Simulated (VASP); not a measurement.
# Ga2Te3O (P6/mmm) in VASP: a series of runs, part 2 of 2

VASP 6.6.1. The steps go on from the part before.

### Step 3. Single point, PBE

This run uses another cell than the first one, of 38.26 Å³/atom, 1.332 times its volume.

Contents of INCAR:

```
  PREC = Accurate
  ENCUT = 520
  EDIFF = 1E-6
  ISMEAR = 0
  SIGMA = 0.1
  LREAL = F
  LASPH = T
  NELM = 60
  ALGO = Normal
  ISIF = 2
  LWAVE = F
  LCHARG = F
  GGA = PE
  NBANDS = 34
```

Contents of KPOINTS:

```
Automatic mesh
0
Gamma
  3 3 4
```

Contents of POSCAR:

```
Ga2Te3O
1.0
    9.2186141519      0.0000000043      0.0000000000
   -4.6093070797      7.9835540411      0.0000000000
    0.0000000000      0.0000000000      3.1188338793
Ga Te O
2 3 1
Direct
    0.3333333333      0.6666666667      0.0000000000
    0.6666666667      0.3333333333      0.0000000000
    0.5000000000      0.0000000000      0.0000000000
    0.0000000000      0.5000000000      0.0000000000
    0.5000000000      0.5000000000      0.0000000000
    0.0000000000      0.0000000000      0.0000000000
```

Potentials or basis: VASP PAW PBE potentials, release 64 (Ga_d, Te, O).

The run is started by

```sh
> cat potpaw_PBE.64/Ga_d/POTCAR potpaw_PBE.64/Te/POTCAR potpaw_PBE.64/O/POTCAR > POTCAR
> mpirun -np 1 vasp_std > vasp.out
```

OUTCAR:

```text
PREC = Accurate
   ENCUT = 520
   EDIFF = 1E-6
   ISMEAR = 0
   LREAL = F
   LASPH = T
   NELM = 60
   ISIF = 2
   GGA = PE

 ion  position               nearest neighbor table
   1  0.333  0.667  0.000-   4 2.66   3 2.66   5 2.66
   2  0.667  0.333  0.000-   4 2.66   3 2.66   5 2.66
   3  0.500  0.000  0.000-   1 2.66   2 2.66
   4  0.000  0.500  0.000-   1 2.66   2 2.66
   5  0.500  0.500  0.000-   1 2.66   2 2.66
   6  0.000  0.000  0.000-

  LATTYP: Found a hexagonal cell.
 ALAT       =     9.2186141519
 C/A-ratio  =     0.3383191690

  Lattice vectors:

 A1 = (   9.2186141519,   0.0000000043,   0.0000000000)
 A2 = (  -4.6093070797,   7.9835540411,   0.0000000000)
 A3 = (   0.0000000000,   0.0000000000,   3.1188338793)

Analysis of symmetry for initial positions (statically):
=====================================================================
 Subroutine PRICEL returns:
 Original cell was already a primitive cell.

 Routine SETGRP: Setting up the symmetry group for a
 hexagonal supercell.

 Subroutine GETGRP returns: Found 24 space group operations
 (whereof 24 operations were pure point group operations)
 out of a pool of 24 trial point group operations.

The static configuration has the point symmetry D_6h.

Analysis of symmetry for dynamics (positions and initial velocities):
=====================================================================
 Subroutine PRICEL returns:
 Original cell was already a primitive cell.

 Routine SETGRP: Setting up the symmetry group for a
 hexagonal supercell.

 Subroutine GETGRP returns: Found 24 space group operations
 (whereof 24 operations were pure point group operations)
 out of a pool of 24 trial point group operations.

The dynamic configuration has the point symmetry D_6h.

 Subroutine INISYM returns: Found 24 space group operations
 (whereof 24 operations are pure point group operations),
 and found     1 'primitive' translations

----------------------------------------------------------------------------------------

                                     Primitive cell

  volume of cell :     229.5378

  direct lattice vectors                    reciprocal lattice vectors
     9.218614152  0.000000004  0.000000000     0.108476175  0.062628749  0.000000000
    -4.609307080  7.983554041  0.000000000    -0.000000000  0.125257497  0.000000000
     0.000000000  0.000000000  3.118833879     0.000000000  0.000000000  0.320632659

  length of vectors
     9.218614152  9.218614152  3.118833879     0.125257497  0.125257497  0.320632659

  position of ions in fractional coordinates (direct lattice)
     0.333333333  0.666666667  0.000000000
     0.666666667  0.333333333  0.000000000
     0.500000000  0.000000000  0.000000000
     0.000000000  0.500000000  0.000000000
     0.500000000  0.500000000  0.000000000
     0.000000000  0.000000000  0.000000000

  ion indices of the primitive-cell ions
   primitive index   ion index
                 1           1
                 2           2
                 3           3
                 4           4
                 5           5
                 6           6

----------------------------------------------------------------------------------------
[... 28 lines left out ...]
  0.333333  0.000000  0.000000      6.000000
  0.333333  0.333333  0.000000      2.000000
  0.000000  0.000000  0.250000      2.000000
  0.333333  0.000000  0.250000     12.000000
  0.333333  0.333333  0.250000      4.000000
  0.000000  0.000000  0.500000      1.000000
  0.333333  0.000000  0.500000      6.000000
  0.333333  0.333333  0.500000      2.000000
   k-points           NKPTS =      9   k-points in BZ     NKDIM =      9   number of bands    NBANDS=     34
   number of dos      NEDOS =    301   number of ions     NIONS =      6
   total plane-waves  NPLWV = 117600
   dimension x,y,z NGX =    70 NGY =   70 NGZ =   24
   dimension x,y,z NGXF=   140 NGYF=  140 NGZF=   48
   ions per type =               2   3   1
   NGX,Y,Z   is equivalent  to a cutoff of  12.62, 12.62, 12.79 a.u.
   NGXF,Y,Z  is equivalent  to a cutoff of  25.25, 25.25, 25.59 a.u.
 SYSTEM =  unknown system
   PREC   = accura    normal or accurate (medium, high low for compatibility)
   ISTART =      0    job   : 0-new  1-cont  2-samecut
   ICHARG =      2    charge: 1-file 2-atom 10-const
   ISPIN  =      1    spin polarized calculation?
   LNONCOLLINEAR =      F non collinear calculations
   LSORBIT =      F    spin-orbit coupling
   LASPH  =      T    aspherical Exc in radial PAW
   ENCUT  =  520.0 eV  38.22 Ry    6.18 a.u.  17.14 17.14  5.80*2*pi/ulx,y,z
   NELM   =     60;   NELMIN=  2; NELMDL= -5     # of ELM steps
   EDIFF  = 0.1E-05   stopping-criterion for ELM
   LREAL  =      F    real-space projection
   EDIFFG = 0.1E-04   stopping-criterion for IOM
   NSW    =      0    number of steps for IOM
   IBRION =     -1    ionic relax: 0-MD 1-quasi-New 2-CG
   NFREE  =      0    steps in history (QN), initial steepest desc. (CG)
   ISIF   =      2    stress and relaxation
   ISYM   =      2    0-nonsym 1-usesym 2-fastsym
   POTIM  = 0.5000    time-step for ionic-motion
   TEBEG  =    0.0;   TEEND  =   0.0 temperature during run
   PSTRESS=    0.0 pullay stress
   NELECT =      50.0000    total number of electrons
   NUPDOWN=      -1.0000    fix difference up-down
   EMIN   =  10.00;   EMAX   =-10.00  energy-range for DOS
   EFERMI =   0.00;   METHOD = LEGACY
   ISMEAR =     0;   SIGMA  =   0.10  broadening in eV -4-tet -1-fermi 0-gaus
   EFERMI_NEDOS =   21; number of points for ismear=-14 and -15
   IALGO  =     38    algorithm
   IMIX   =      4    mixing-type and parameters
     AMIX     =   0.40;   BMIX     =  1.00
     AMIX_MAG =   1.60;   BMIX_MAG =  1.00
  volume/ion in A,a.u.               =      38.26       258.17
  Fermi-wavevector in a.u.,A,eV,Ry     =   0.985024  1.861425 13.201354  0.970272
  Thomas-Fermi vector in A             =   2.116300
   LORBIT       =      0    0 simple, 1 ext, 2 COOP (PROOUT), +10 PAW based schemes
   GGA     = PE    functional components
   LHFCALC =     F    Hartree Fock is set to
   AEXX    =    0.0000 exact exchange contribution
   IVDW    =     0    specifies the selected vdW correction
   LEPSILON=     F    determine dielectric tensor
   LRPA    =     F    only Hartree local field effects (RPA)
 non-spin polarized calculation
 Gauss-broadening in eV      SIGMA  =   0.10
  energy-cutoff  :      520.00
  volume of cell :      229.54
 maximum number of plane-waves:      6207
 NGX is ok and might be reduce to    70
   NGX = 35   NGY = 35   NGZ = 11

 number of electron      49.9999982 magnetization

 Free energy of the ion-electron system (eV)
  ---------------------------------------------------
  ext. energy  EPLUGINS =         0.00000000
  ---------------------------------------------------
  free energy    TOTEN  =       -15.86946397 eV

  energy without entropy =      -15.79078816  energy(sigma->0) =      -15.83012606

 E-fermi :   0.7066     XC(G=0):  -7.3410

 val. band max:        0.6900392236   @ k =   0.3333   0.3333   0.5000
 cond. band min:       0.7650804730   @ k =   0.3333   0.0000   0.5000
 fundamental gap:      0.0750412494
 Fermi energy:         0.7066461857

 k-point     1 :       0.0000    0.0000    0.0000
  band No.  band energies     occupation
      1     -14.2581      2.00000
      2     -14.1727      2.00000
      3     -14.1592      2.00000
      4     -14.1273      2.00000
      5     -14.1273      2.00000
      6     -14.1008      2.00000
[... 322 lines left out ...]
     33       6.2391      0.00000
     34       6.5773      0.00000

------------------------ aborting loop because EDIFF is reached ----------------------------------------

  FORCE on cell =-STRESS in cart. coord.  units (eV):
  Direction    XX          YY          ZZ          XY          YZ          ZX
  --------------------------------------------------------------------------------------
  -------------------------------------------------------------------------------------
  Total        0.1966345      0.1966345      0.0533167     -0.0000000      0.0000000     -0.0000000
  in kB        1.3725117      1.3725117      0.3721514     -0.0000000      0.0000000     -0.0000000
  external PRESSURE =       1.0390583 kB  Pullay stress =       0.0000000 kB

 VOLUME and BASIS-vectors are now :
 -----------------------------------------------------------------------------
  energy-cutoff  :      520.00
  volume of cell :      229.54
      direct lattice vectors                 reciprocal lattice vectors
     9.218614152  0.000000004  0.000000000     0.108476175  0.062628749  0.000000000
    -4.609307080  7.983554041  0.000000000    -0.000000000  0.125257497  0.000000000
     0.000000000  0.000000000  3.118833879     0.000000000  0.000000000  0.320632659

 POSITION                                       TOTAL-FORCE (eV/Angst)
 -----------------------------------------------------------------------------------
     -0.00000      5.32237      0.00000         0.000000      0.000000      0.000000
      4.60931      2.66118      0.00000        -0.000000      0.000000     -0.000000
      4.60931      0.00000      0.00000         0.000000      0.000000     -0.000000
     -2.30465      3.99178      0.00000         0.000000      0.000000     -0.000000
      2.30465      3.99178      0.00000         0.000000      0.000000     -0.000000
      0.00000      0.00000      0.00000         0.000000      0.000000     -0.000000
 -----------------------------------------------------------------------------------
    total drift:                                0.000000     -0.000000     -0.000000

  FREE ENERGIE OF THE ION-ELECTRON SYSTEM (eV)
  ---------------------------------------------------
  free  energy   TOTEN  =       -15.8694639701 eV

  energy  without entropy=      -15.7907881575  energy(sigma->0) =      -15.83012606
```

stdout:

```text
POSCAR found type information on POSCAR GaTeO
 POSCAR found :  3 types and       6 ions
 scaLAPACK will be used
 LDA part: xc-table for (Slater+PW92), standard interpolation
 POSCAR, INCAR and KPOINTS ok, starting setup
 FFT: planning ... GRIDC
 FFT: planning ... GRID_SOFT
 FFT: planning ... GRID
 WAVECAR not read
 entering main loop
```

Wall time 82 s (1 thread of Intel Xeon Platinum 8375C at 2.90GHz (Ice Lake), shared host); peak memory 0.37 GiB.

Results:

```
Free energy            : -15.8695 eV
Pressure               : 0.1 GPa
Band gap on the k mesh : zero (band 25 reaches 2.69 eV, above the bottom of band 26 at 0.63 eV)
```

Levels at points of the mesh, in eV from the Fermi level:
```tsv
k point	band 22	band 23	band 24	band 25	band 26	band 27	band 28	band 29
(0.00, 0.00, 0.00)	-0.16	-0.16	0.54	1.99	1.99	2.99	3.34	3.94
(0.00, 0.00, 0.50)	-1.07	-0.63	-0.07	-0.07	0.28	0.28	0.64	1.06
```

Caveat: the k points lie up to 0.50 Å⁻¹ apart; spin-orbit coupling is left out, which moves the levels of the heavy elements.

### Step 4. Single point, PBE

This run uses another cell than the first one, of 39.89 Å³/atom, 1.389 times its volume.

Contents of INCAR:

```
PREC = Accurate ; ENCUT = 520
EDIFF = 1E-6 ; ISMEAR = 0
SIGMA = 0.1 ; LREAL = False
LASPH = True ; NELM = 60
ALGO = Normal ; ISIF = 2
LWAVE = False ; LCHARG = False
GGA = PE ; NBANDS = 34
```

Contents of KPOINTS:

```
Automatic mesh
0
Gamma
  3 3 6
```

POSCAR, as its differences from that of step 3:

```diff
@@ -2,5 +2,5 @@
 1.0
-    9.2186141519      0.0000000043      0.0000000000
-   -4.6093070797      7.9835540411      0.0000000000
-    0.0000000000      0.0000000000      3.1188338793
+    9.9524102397      0.0000000000      0.0000000000
+   -4.9762051198      8.6190400964      0.0000000000
+    0.0000000000      0.0000000000      2.7904805212
 Ga Te O
```

The run is started by

```sh
> cat potpaw_PBE.64/Ga_d/POTCAR potpaw_PBE.64/Te/POTCAR potpaw_PBE.64/O/POTCAR > POTCAR
> mpirun -np 1 vasp_std > vasp.out
```

Run time: 2.4 min. Hardware: 1 thread of Intel Xeon Platinum 8375C at 2.90GHz (Ice Lake), shared host; peak memory 0.43 GiB.

It converged, with:

```
Free energy            : -16.5483 eV
Pressure               : 0.2 GPa
Band gap on the k mesh : zero (band 25 reaches 1.65 eV, above the bottom of band 26 at 0.58 eV)
```

Stress tensor (GPa, compression positive):
```
0.26 0.00 0.00
0.00 0.26 0.00
0.00 0.00 0.04
```

Levels at points of the mesh, in eV from the Fermi level:
| k point | band 21 | band 22 | band 23 | band 24 | band 25 | band 26 | band 27 | band 28 |
| --- | --- | --- | --- | --- | --- | --- | --- | --- |
| (0.00, 0.00, 0.00) | -2.44 | -0.40 | -0.40 | 0.29 | 0.61 | 0.77 | 0.77 | 4.25 |
| (0.00, 0.00, 0.50) | -1.62 | -1.53 | -1.36 | -0.45 | 0.02 | 0.02 | 0.24 | 0.24 |

Caveat: the k points lie up to 0.38 Å⁻¹ apart; spin-orbit coupling is left out, which moves the levels of the heavy elements.

### Step 5. Summary

```csv
cell,k mesh,gap on the mesh (eV),pressure (GPa)
"a = 6.200, b = 6.200, c = 5.178 Å, angles 90.0, 90.0, 120.0°, 6 atoms",3 × 3 × 4,none,108.6
"a = 9.219, b = 9.219, c = 3.119 Å, angles 90.0, 90.0, 120.0°, 6 atoms",3 × 3 × 4,none,0.1
"a = 9.952, b = 9.952, c = 2.790 Å, angles 90.0, 90.0, 120.0°, 6 atoms",3 × 3 × 6,none,0.2
```

Alike in all rows: task single point; level PBE; potentials or basis VASP PAW PBE potentials, release 64 (Ga_d, Te, O); no spin polarisation; cutoff (eV) 520; smearing gaussian 0.1 eV.

Caveats: all runs use coarse meshes; spin-orbit coupling is left out, which moves the levels of the heavy elements; this functional lacks dispersion, which binds the layers, so the pressure and a relaxed spacing across them are unreliable (some runs).

Total energies depend on the potentials used, so only differences within one code and one set of settings carry meaning.
